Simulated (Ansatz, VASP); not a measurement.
**Sr in VASP and in Ansatz**

INCAR

```
PREC = Accurate
ENCUT = 500
EDIFF = 1E-7
ISMEAR = 0
SIGMA = 0.1
LREAL = False
LASPH = True
NELM = 120
ALGO = Normal
ISIF = 3
LWAVE = False
LCHARG = False
GGA = PS
IBRION = 2
NSW = 80
EDIFFG = -0.05
GGA_COMPAT = False
NELMIN = 4
```

KPOINTS

```
regular mesh
0
Gamma
  8 8 8
```

Contents of POSCAR:

```
Sr
1.0
   -1.8244817333      1.8244817333      1.8244817333
    1.8244817333     -1.8244817333      1.8244817333
    1.8244817333      1.8244817333     -1.8244817333
Sr
1
Direct
    0.0000000000      0.0000000000      0.0000000000
```

Input for Ansatz:

```yaml
crystal:
  lattice:
    - [-1.8244817333, 1.8244817333, 1.8244817333]
    - [1.8244817333, -1.8244817333, 1.8244817333]
    - [1.8244817333, 1.8244817333, -1.8244817333]
  atoms:
    - { symbol: Sr, position: [0.0, 0.0, 0.0] }
basis:
  ecutwfc: 420
kpoints:
  mp_grid: { grid: [8, 8, 8] }
hamiltonian:
  xc: pbesol
scf:
  occupations: { method: gaussian, width: 0.1 }
output:
  forces: true
  stress: true
  eigenvalues: true
relax:
  adjacent_minimum: "off"
  f_tol: 0.05
  max_steps: 60
  cell: { stress_tol: 0.5 }
```

Alike in both runs: task relaxation of cell and atoms; functional PBEsol; k mesh 8 × 8 × 8; occupations gaussian, width 0.1 eV; no spin polarisation.

```csv
,VASP,Ansatz
version,VASP 6.6.1,Ansatz 0.2.0
potentials or method,"VASP PAW PBE potentials, release 64 (Sr_sv), cutoff 500 eV","scalar-relativistic, plane waves, PAW"
valence electrons in the cell,10,10
```

VASP gave:

| Property | Result |
| --- | --- |
| gap on the k mesh at the Fermi level, each at its own relaxed structure (eV) | none |
| relaxed volume (Å³/atom) | 51.39 |
| relaxed length of the cell vector where the two differ most in proportion (Å) | 4.057 |

Question: Estimate Ansatz's values.

Answer: gap on the k mesh at the Fermi level, each at its own relaxed structure (eV): none; relaxed volume (Å³/atom): 50.54; relaxed length of the cell vector where the two differ most in proportion (Å): 4.034.

VASP's potentials were made for PBE, not for PBEsol. A gap of «none» marks a metal or a gap that the smearing closes.

Noted on VASP's run: the volume moved by over 15 % at a fixed basis, so the end points are rough.
